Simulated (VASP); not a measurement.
# TiC (Fm-3m) in VASP: settings compared

TiC is run at these levels: PBEsol+U, HSE06; tasks: single point, relaxation of cell and atoms.

Everything below comes from runs of VASP 6.6.1. Logs are shortened: lines on timing, memory, paths and dates and some standing lists are left out, and cuts for length are marked.

**1. The cell of the first run**

It takes space group Fm-3m (No. 225, cubic). The conventional cell has a = 4.320 Å, b = 4.320 Å, c = 4.320 Å, α = 90.00°, β = 90.00°, γ = 90.00°. Within 2.9 Å of Ti (site symmetry m-3m) lie 6 C at 2.16 Å. C (site symmetry m-3m) has 6 Ti at 2.16 Å within 2.9 Å.

**2. Single point, PBEsol+U**

INCAR

```
PREC     = Accurate       # precision mode
ENCUT    = 1300           # plane-wave cutoff, eV
EDIFF    = 1E-6           # SCF threshold, eV
ISMEAR   = -1             # smearing method
SIGMA    = 0.05           # smearing width, eV
LREAL    = False          # projectors in reciprocal space
LASPH    = True           # aspherical terms in the spheres
NELM     = 200            # most SCF steps
ALGO     = Normal         # electronic algorithm
ISIF     = 2              # what is computed and relaxed
LWAVE    = False          # write WAVECAR
LCHARG   = False          # write CHGCAR
LMAXMIX  = 4              # l up to which the mixer works
LDAU     = True           # DFT+U
LDAUTYPE = 2            
LDAUL    = 2 -1           # shell
LDAUU    = 3 0            # U, eV
LDAUJ    = 0 0          
LDAUPRINT= 1            
GGA      = PS             # functional
NBANDS   = 15             # bands
GGA_COMPAT= False
```

KPOINTS

```
regular mesh
0
Gamma
  11 11 11
```

POSCAR

```
TiC
1.0
    0.0000000000      2.1601819759      2.1601819759
    2.1601819759      0.0000000000      2.1601819759
    2.1601819759      2.1601819759      0.0000000000
Ti C
1 1
Direct
    0.0000000000      0.0000000000      0.0000000000
    0.5000000000      0.5000000000      0.5000000000
```

Potentials or basis: VASP PAW PBE potentials, release 64 (Ti_sv, C_h).

Command:

```
$ cat potpaw_PBE.64/Ti_sv/POTCAR potpaw_PBE.64/C_h/POTCAR > POTCAR
$ mpirun -np 1 vasp_std > vasp.out
```

OUTCAR:

```text
PREC = Accurate
   ENCUT = 1300
   EDIFF = 1E-6
   ISMEAR = -1
   LREAL = False
   LASPH = True
   NELM = 200
   ISIF = 2
   GGA = PS

 ion  position               nearest neighbor table
   1  0.000  0.000  0.000-   2 2.16   2 2.16   2 2.16   2 2.16   2 2.16   2 2.16
   2  0.500  0.500  0.500-   1 2.16   1 2.16   1 2.16   1 2.16   1 2.16   1 2.16

  LATTYP: Found a face centered cubic cell.
 ALAT       =     4.3203639518

  Lattice vectors:

 A1 = (   0.0000000000,   2.1601819759,   2.1601819759)
 A2 = (   2.1601819759,   0.0000000000,   2.1601819759)
 A3 = (   2.1601819759,   2.1601819759,   0.0000000000)

Analysis of symmetry for initial positions (statically):
=====================================================================
 Subroutine PRICEL returns:
 Original cell was already a primitive cell.

 Routine SETGRP: Setting up the symmetry group for a
 face centered cubic supercell.

 Subroutine GETGRP returns: Found 48 space group operations
 (whereof 48 operations were pure point group operations)
 out of a pool of 48 trial point group operations.

The static configuration has the point symmetry O_h .

Analysis of symmetry for dynamics (positions and initial velocities):
=====================================================================
 Subroutine PRICEL returns:
 Original cell was already a primitive cell.

 Routine SETGRP: Setting up the symmetry group for a
 face centered cubic supercell.

 Subroutine GETGRP returns: Found 48 space group operations
 (whereof 48 operations were pure point group operations)
 out of a pool of 48 trial point group operations.

The dynamic configuration has the point symmetry O_h .

 Subroutine INISYM returns: Found 48 space group operations
 (whereof 48 operations are pure point group operations),
 and found     1 'primitive' translations

----------------------------------------------------------------------------------------

                                     Primitive cell

  volume of cell :      20.1605

  direct lattice vectors                    reciprocal lattice vectors
     0.000000000  2.160181976  2.160181976    -0.231461981  0.231461981  0.231461981
     2.160181976  0.000000000  2.160181976     0.231461981 -0.231461981  0.231461981
     2.160181976  2.160181976  0.000000000     0.231461981  0.231461981 -0.231461981

  length of vectors
     3.054958648  3.054958648  3.054958648     0.400903912  0.400903912  0.400903912

  position of ions in fractional coordinates (direct lattice)
     0.000000000  0.000000000  0.000000000
     0.500000000  0.500000000  0.500000000

  ion indices of the primitive-cell ions
   primitive index   ion index
                 1           1
                 2           2

----------------------------------------------------------------------------------------

 KPOINTS: regular mesh

Automatic generation of k-mesh.
 Grid dimensions read from file:
 generate k-points for:   11   11   11

 Generating k-lattice:

  Cartesian coordinates                     Fractional coordinates (reciprocal lattice)
    -0.021041998  0.021041998  0.021041998     0.090909091  0.000000000  0.000000000
     0.021041998 -0.021041998  0.021041998     0.000000000  0.090909091  0.000000000
     0.021041998  0.021041998 -0.021041998     0.000000000  0.000000000  0.090909091

  Length of vectors
     0.036445810  0.036445810  0.036445810

  Shift w.r.t. Gamma in fractional coordinates (k-lattice)
     0.000000000  0.000000000  0.000000000

 Subroutine IBZKPT returns following result:
 ===========================================

 Found     56 irreducible k-points:

 Following reciprocal coordinates:
            Coordinates               Weight
  0.000000  0.000000  0.000000      1.000000
  0.090909  0.000000  0.000000      8.000000
  0.181818  0.000000  0.000000      8.000000
  0.272727  0.000000  0.000000      8.000000
  0.363636  0.000000  0.000000      8.000000
  0.454545  0.000000  0.000000      8.000000
[... 16 lines left out ...]
 -0.272727  0.181818  0.000000     24.000000
 -0.181818  0.181818  0.000000     12.000000
 [... further k-points ...]
   k-points           NKPTS =     56   k-points in BZ     NKDIM =     56   number of bands    NBANDS=     15
   number of dos      NEDOS =    301   number of ions     NIONS =      2
   total plane-waves  NPLWV =  46656
   dimension x,y,z NGX =    36 NGY =   36 NGZ =   36
   dimension x,y,z NGXF=    72 NGYF=   72 NGZF=   72
   ions per type =               1   1
   NGX,Y,Z   is equivalent  to a cutoff of  19.59, 19.59, 19.59 a.u.
   NGXF,Y,Z  is equivalent  to a cutoff of  39.18, 39.18, 39.18 a.u.
 SYSTEM =  unknown system
   PREC   = accura    normal or accurate (medium, high low for compatibility)
   ISTART =      0    job   : 0-new  1-cont  2-samecut
   ICHARG =      2    charge: 1-file 2-atom 10-const
   ISPIN  =      1    spin polarized calculation?
   LNONCOLLINEAR =      F non collinear calculations
   LSORBIT =      F    spin-orbit coupling
   LASPH  =      T    aspherical Exc in radial PAW
   ENCUT  = 1300.0 eV  95.55 Ry    9.77 a.u.   8.98  8.98  8.98*2*pi/ulx,y,z
   NELM   =    200;   NELMIN=  2; NELMDL= -5     # of ELM steps
   EDIFF  = 0.1E-05   stopping-criterion for ELM
   LREAL  =      F    real-space projection
   EDIFFG = 0.1E-04   stopping-criterion for IOM
   NSW    =      0    number of steps for IOM
   IBRION =     -1    ionic relax: 0-MD 1-quasi-New 2-CG
   NFREE  =      0    steps in history (QN), initial steepest desc. (CG)
   ISIF   =      2    stress and relaxation
   ISYM   =      2    0-nonsym 1-usesym 2-fastsym
   POTIM  = 0.5000    time-step for ionic-motion
   TEBEG  =    0.0;   TEEND  =   0.0 temperature during run
   PSTRESS=    0.0 pullay stress
   NELECT =      16.0000    total number of electrons
   NUPDOWN=      -1.0000    fix difference up-down
   EMIN   =  10.00;   EMAX   =-10.00  energy-range for DOS
   EFERMI =   0.00;   METHOD = LEGACY
   ISMEAR =    -1;   SIGMA  =   0.05  broadening in eV -4-tet -1-fermi 0-gaus
   EFERMI_NEDOS =   21; number of points for ismear=-14 and -15
   IALGO  =     38    algorithm
   IMIX   =      4    mixing-type and parameters
     AMIX     =   0.40;   BMIX     =  1.00
     AMIX_MAG =   1.60;   BMIX_MAG =  1.00
  volume/ion in A,a.u.               =      10.08        68.02
  Fermi-wavevector in a.u.,A,eV,Ry     =   1.515704  2.864266 31.257475  2.297360
  Thomas-Fermi vector in A             =   2.625192
   LORBIT       =      0    0 simple, 1 ext, 2 COOP (PROOUT), +10 PAW based schemes
 LDA+U is selected, type is set to LDAUTYPE =  2
   angular momentum for each species LDAUL =     2   -1
   U (eV)           for each species LDAUU =   3.0  0.0
   J (eV)           for each species LDAUJ =   0.0  0.0
   GGA     = PS    functional components
   LHFCALC =     F    Hartree Fock is set to
   AEXX    =    0.0000 exact exchange contribution
   IVDW    =     0    specifies the selected vdW correction
   LEPSILON=     F    determine dielectric tensor
   LRPA    =     F    only Hartree local field effects (RPA)
 non-spin polarized calculation
  energy-cutoff  :     1300.00
  volume of cell :       20.16
 maximum number of plane-waves:      2164
   NGX = 17   NGY = 17   NGZ = 17

atom =   1  type =  1  l = 2

 onsite density matrix

spin component  1

  0.1262  0.0000 -0.0000 -0.0000 -0.0000
  0.0000  0.1262  0.0000 -0.0000  0.0000
 -0.0000  0.0000  0.2835 -0.0000  0.0000
 -0.0000 -0.0000 -0.0000  0.1262 -0.0000
 -0.0000  0.0000  0.0000 -0.0000  0.2835

spin component  2

  0.1262  0.0000 -0.0000 -0.0000 -0.0000
  0.0000  0.1262  0.0000 -0.0000  0.0000
 -0.0000  0.0000  0.2835 -0.0000  0.0000
 -0.0000 -0.0000 -0.0000  0.1262 -0.0000
 -0.0000  0.0000  0.0000 -0.0000  0.2835

 occupancies and eigenvectors

  o =  0.1262  v =  0.0000 -0.5051  0.0000 -0.8631  0.0000  0.0000  0.0000  0.0000  0.0000  0.0000      0.0000  0.0000  0.0000  0.0000  0.0000  0.0000  0.0000  0.0000  0.0000  0.0000
  o =  0.1262  v =  0.0000  0.0000  0.0000  0.0000  0.0000  0.0000 -0.5051  0.0000 -0.8631  0.0000      0.0000  0.0000  0.0000  0.0000  0.0000  0.0000  0.0000  0.0000  0.0000  0.0000
  o =  0.1262  v =  0.0000 -0.8631  0.0000  0.5051 -0.0000  0.0000  0.0000  0.0000  0.0000  0.0000      0.0000  0.0000  0.0000  0.0000  0.0000  0.0000  0.0000  0.0000  0.0000  0.0000
  o =  0.1262  v =  0.0000  0.0000  0.0000  0.0000  0.0000  0.0000 -0.8631  0.0000  0.5051 -0.0000      0.0000  0.0000  0.0000  0.0000  0.0000  0.0000  0.0000  0.0000  0.0000  0.0000
  o =  0.1262  v =  0.0000  0.0000  0.0000  0.0000  0.0000  1.0000  0.0000  0.0000  0.0000  0.0000      0.0000  0.0000  0.0000  0.0000  0.0000  0.0000  0.0000  0.0000  0.0000  0.0000
  o =  0.1262  v =  1.0000  0.0000  0.0000  0.0000  0.0000  0.0000  0.0000  0.0000  0.0000  0.0000      0.0000  0.0000  0.0000  0.0000  0.0000  0.0000  0.0000  0.0000  0.0000  0.0000
  o =  0.2835  v =  0.0000  0.0000  0.0000  0.0000  0.0000  0.0000  0.0000  0.0160  0.0000  0.9999      0.0000  0.0000  0.0000  0.0000  0.0000  0.0000  0.0000  0.0000  0.0000  0.0000
  o =  0.2835  v =  0.0000  0.0000  0.0160  0.0000  0.9999  0.0000  0.0000  0.0000  0.0000  0.0000      0.0000  0.0000  0.0000  0.0000  0.0000  0.0000  0.0000  0.0000  0.0000  0.0000
  o =  0.2835  v =  0.0000 -0.0000 -0.9999  0.0000  0.0160  0.0000  0.0000  0.0000  0.0000  0.0000      0.0000  0.0000  0.0000  0.0000  0.0000  0.0000  0.0000  0.0000  0.0000  0.0000
  o =  0.2835  v =  0.0000  0.0000  0.0000  0.0000  0.0000  0.0000 -0.0000 -0.9999  0.0000  0.0160      0.0000  0.0000  0.0000  0.0000  0.0000  0.0000  0.0000  0.0000  0.0000  0.0000

 number of electron      16.0000000 magnetization

 Free energy of the ion-electron system (eV)
  ---------------------------------------------------
  ext. energy  EPLUGINS =         0.00000000
  ---------------------------------------------------
  free energy    TOTEN  =       -17.53165148 eV

  energy without entropy =      -17.52883339  energy(sigma->0) =      -17.53024244

 E-fermi :  10.1761     XC(G=0): -12.9460

 val. band max:       10.0568717637   @ k =   0.0909   0.0000   0.0000
 cond. band min:      10.1845615012   @ k =   0.1818   0.1818   0.0000
 fundamental gap:      0.1276897375
 Fermi energy:        10.1760801850

 k-point     1 :       0.0000    0.0000    0.0000
  band No.  band energies     occupation
      1     -47.0180      2.00000
      2     -23.1170      2.00000
      3     -23.1170      2.00000
      4     -23.1170      2.00000
      5      -2.5486      2.00000
      6      11.0441      0.00000
      7      11.0441      0.00000
      8      11.0441      0.00000
      9      11.6766      0.00000
     10      11.6766      0.00000
     11      11.6766      0.00000
     12      11.7556      0.00000
     13      11.7556      0.00000
     14      20.4501      0.00000
     15      23.6883      0.00000

 k-point     2 :       0.0909    0.0000    0.0000
  band No.  band energies     occupation
      1     -47.0120      2.00000
      2     -23.1583      2.00000
      3     -23.1210      2.00000
      4     -23.1210      2.00000
      5      -2.3589      2.00000
      6      10.0569      1.83122
      7      10.2373      0.45431
      8      10.2373      0.45431
      9      11.2966      0.00000
     10      11.2966      0.00000
     11      12.2261      0.00000
     12      13.2218      0.00000
     13      13.2218      0.00000
     14      20.7746      0.00000
     15      23.8146      0.00000
[... 365 lines left out ...]
      3     -23.2654      2.00000
      4     -23.1559      2.00000
      5      -0.0041      2.00000
      6       5.7345      2.00000
      7       7.4780      2.00000
      8       7.5416      2.00000
      9      12.4167      0.00000
     10      13.2557      0.00000
     11      14.0777      0.00000
     12      15.2576      0.00000
     13      18.0233      0.00000
     14      20.8927      0.00000
     15      23.5463      0.00000

 k-point    24 :      -0.1818    0.1818    0.0000
  band No.  band energies     occupation
      1     -46.9681      2.00000
      2     -23.3923      2.00000
      3     -23.2258      2.00000
      4     -23.1375      2.00000
      5      -0.7814      2.00000
      6       6.7463      2.00000
      7       7.8447      2.00000
      8       8.1401      2.00000
      9      11.9314      0.00000
     10      12.9193      0.00000
     11      13.7901      0.00000
     12      14.5276      0.00000
     13      17.3456      0.00000
     14      21.6668      0.00000
     15      23.4490      0.00000

 [... further k-points ...]

------------------------ aborting loop because EDIFF is reached ----------------------------------------

  FORCE on cell =-STRESS in cart. coord.  units (eV):
  Direction    XX          YY          ZZ          XY          YZ          ZX
  --------------------------------------------------------------------------------------
  -------------------------------------------------------------------------------------
  Total        0.5185089      0.5185089      0.5185089     -0.0000000      0.0000000     -0.0000000
  in kB       41.2065076     41.2065076     41.2065076     -0.0000000      0.0000000     -0.0000000
  external PRESSURE =      41.2065076 kB  Pullay stress =       0.0000000 kB

 VOLUME and BASIS-vectors are now :
 -----------------------------------------------------------------------------
  energy-cutoff  :     1300.00
  volume of cell :       20.16
      direct lattice vectors                 reciprocal lattice vectors
     0.000000000  2.160181976  2.160181976    -0.231461981  0.231461981  0.231461981
     2.160181976  0.000000000  2.160181976     0.231461981 -0.231461981  0.231461981
     2.160181976  2.160181976  0.000000000     0.231461981  0.231461981 -0.231461981

 POSITION                                       TOTAL-FORCE (eV/Angst)
 -----------------------------------------------------------------------------------
      0.00000      0.00000      0.00000        -0.000000     -0.000000     -0.000000
      2.16018      2.16018      2.16018         0.000000      0.000000      0.000000
 -----------------------------------------------------------------------------------
    total drift:                               -0.000000      0.000000      0.000000

  FREE ENERGIE OF THE ION-ELECTRON SYSTEM (eV)
  ---------------------------------------------------
  free  energy   TOTEN  =       -17.5316514819 eV

  energy  without entropy=      -17.5288333942  energy(sigma->0) =      -17.53024244
```

Run time: 40 s. Hardware: 1 thread of AMD EPYC 9R45 (Zen 5), shared host; peak memory 0.22 GiB.

Results:

| Quantity | Value |
| --- | --- |
| Free energy | -17.5317 eV |
| Pressure | 4.1 GPa |
| Band gap on the k mesh | zero (bands 8 and 9 overlap by 1.40 eV) |

Eigenvalues of the final occupation matrices:
```csv
site,spin,trace,eigenvalues
site 1 d,1,0.95,0.13 0.13 0.13 0.28 0.28
site 1 d,2,0.95,0.13 0.13 0.13 0.28 0.28
```

Caveat: the cell stands under pressure; the PAW data sets were made with another functional, which shifts forces and pressure a little; U without spin polarisation on a metal has little footing; the U is typed as a test and isn't derived for this compound.

(Part 1 of 2 ends here.)

The gap in the log of VASP goes by the Fermi energy; the results here count the filled bands.